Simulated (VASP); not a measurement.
A run of VASP 6.6.1 is set up as follows.

The input INCAR:

```
SYSTEM = ZnO
PREC = Accurate
ENCUT = 1340
EDIFF = 1E-6
ISMEAR = 0
SIGMA = 0.01
LREAL = .False.
LASPH = .True.
NELM = 120
ALGO = Normal
ISIF = 2
LWAVE = .False.
LCHARG = .True.
GGA = CA
LELF = .True.
LVHAR = .True.
NBANDS = 26
GGA_COMPAT = .False.
```

KPOINTS

```
Automatic mesh
0
Gamma
  9 9 6
  0 0 0
```

Contents of POSCAR:

```
ZnO
1.0
    3.2309097002      0.0000000000      0.0000000000
   -1.6154548501      2.7980498777      0.0000000000
    0.0000000000      0.0000000000      5.2156080707
Zn O
2 2
Direct
    0.3333333333      0.6666666667      0.0015299806
    0.6666666667      0.3333333333      0.5015299806
    0.3333333333      0.6666666667      0.3804700194
    0.6666666667      0.3333333333      0.8804700194
```

Potentials or basis: VASP PAW LDA potentials, release 64 (Zn, O_h).

Command:

```sh
$ cat potpaw_LDA.64/Zn/POTCAR potpaw_LDA.64/O_h/POTCAR > POTCAR
$ mpirun -np 1 vasp_std > vasp.out
```

Q: Estimate the band gap on the k mesh.

A: 0.75 eV.

Q: Predict the pressure.

A: -4.9 GPa.

Forces on the atoms (eV/Å):
```
Zn   0.000  0.000  0.003
Zn   0.000  0.000  0.003
O    0.000  0.000 -0.003
O    0.000  0.000 -0.003
```

Caveat: the cell differs from its parent crystal (atoms moved along the polar distortion); the cell stands under tension; semilocal functionals underestimate gaps, and a narrow one can read as zero.
